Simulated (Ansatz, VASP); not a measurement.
# MgS in VASP and in Ansatz

Contents of INCAR:

```
PREC = Accurate
ENCUT = 600
EDIFF = 1E-6
ISMEAR = 0
SIGMA = 0.02
LREAL = False
LASPH = True
NELM = 120
ALGO = Normal
ISIF = 2
LWAVE = False
LCHARG = True
GGA = PS
LELF = True
LVHAR = True
NBANDS = 11
GGA_COMPAT = False
```

File KPOINTS:

```
Automatic mesh
0
Gamma
  8 8 8
```

The input POSCAR:

```
MgS
1.0
    0.0000000000      2.8258920338      2.8258920338
    2.8258920338      0.0000000000      2.8258920338
    2.8258920338      2.8258920338      0.0000000000
Mg S
1 1
Direct
    0.0000000000      0.0000000000      0.0000000000
    0.2500000000      0.2500000000      0.2500000000
```

Input for Ansatz:

```yaml
crystal:
  lattice:
    - [0.0, 2.8258920328, 2.8258920328]
    - [2.8258920328, 0.0, 2.8258920328]
    - [2.8258920328, 2.8258920328, 0.0]
  atoms:
    - { symbol: Mg, position: [0.0, 0.0, 0.0] }
    - { symbol: S, position: [0.25, 0.25, 0.25] }
basis:
  ecutwfc: 420
kpoints:
  mp_grid: { grid: [8, 8, 8] }
  band_path:
    path:
      - [[0.0, 0.0, 0.0], [-0.5, -0.5, 0.0], [-0.375, -0.375, 0.25]]
      - [[-0.375, 0.0, 0.375], [0.0, 0.0, 0.0], [0.0, 0.0, 0.5], [-0.5, -0.25, 0.25], [-0.5, -0.5, 0.0]]
    npoints: 10
hamiltonian:
  xc: pbesol
  pseudopotentials: { kind: paw }
scf:
  occupations: { method: gaussian, width: 0.02 }
  n_extra_bands: 7
output:
  forces: true
  stress: true
  eigenvalues: true
```

Alike in both runs: task single point; functional PBEsol; k mesh 8 × 8 × 8; occupations gaussian, width 0.02 eV; no spin polarisation.

```csv
,VASP,Ansatz
version,VASP 6.6.1,Ansatz 0.2.0
potentials or method,"VASP PAW PBE potentials, release 64 (Mg, S), cutoff 600 eV","scalar-relativistic, plane waves, PAW"
valence electrons in the cell,8,16
```

|  | VASP | Ansatz | Ansatz less VASP |
| --- | --- | --- | --- |
| gap on the k mesh at the Fermi level (eV) | 3.32 | 3.32 | -0.003 |
| least direct gap on the mesh (eV) | 3.32 | 3.32 | -0.003 |
| pressure (GPa) | -0.1 | 0.0 | +0.07 |

VASP's potentials were made for PBE, not for PBEsol. VASP's potentials hold 8 valence electrons a cell and Ansatz's 16, so a difference there can come from the potentials and not from the codes.
